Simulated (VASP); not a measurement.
LuH2, 3 atoms in the cell. Symmetry: Fm-3m, No. 225, cubic system. The conventional cell has a = 5.033 Å, b = 5.033 Å, c = 5.033 Å, α = 90.00°, β = 90.00°, γ = 90.00°. Lu (site symmetry m-3m) has 8 H at 2.18 Å within 2.9 Å. Within 2.9 Å of H (site symmetry -43m) lie 4 Lu at 2.18 Å and 6 H at 2.52 Å. 

- Program: VASP 6.6.1
- Task: relaxation of cell and atoms
- Functional: PBEsol
- Dispersion: D3(BJ)
- Potentials or basis: VASP PAW PBE potentials, release 64 (Lu, H)
- Cutoff: 600 eV
- k mesh: 6 × 6 × 6, shifted
- Occupations: fermi-dirac, width 0.2 eV
- Spin: no spin polarisation
- Dipole correction: no
- Further INCAR settings: ALGO = Normal; EDIFF = 1e-07; ISYM = 0; IBRION = 2; EDIFFG = -0.1; NSW = 80; ISIF = 3

Potentials or basis: VASP PAW PBE potentials, release 64 (Lu, H).

Launch:

```console
$ cat potpaw_PBE.64/Lu/POTCAR potpaw_PBE.64/H/POTCAR > POTCAR
$ mpirun -np 1 vasp_std > vasp.out
```

Hardware: 1 thread of Intel(R) Xeon(R) 6975P-C (Granite Rapids), on a shared host.

**Question.** Estimate the wall time of this run.

**Answer.** Run time: 5.9 min on 1 thread of Intel(R) Xeon(R) 6975P-C (Granite Rapids), with other jobs on the host, peak memory 0.44 GiB. Counts: scf iterations 26, k points 432, ion steps 2.
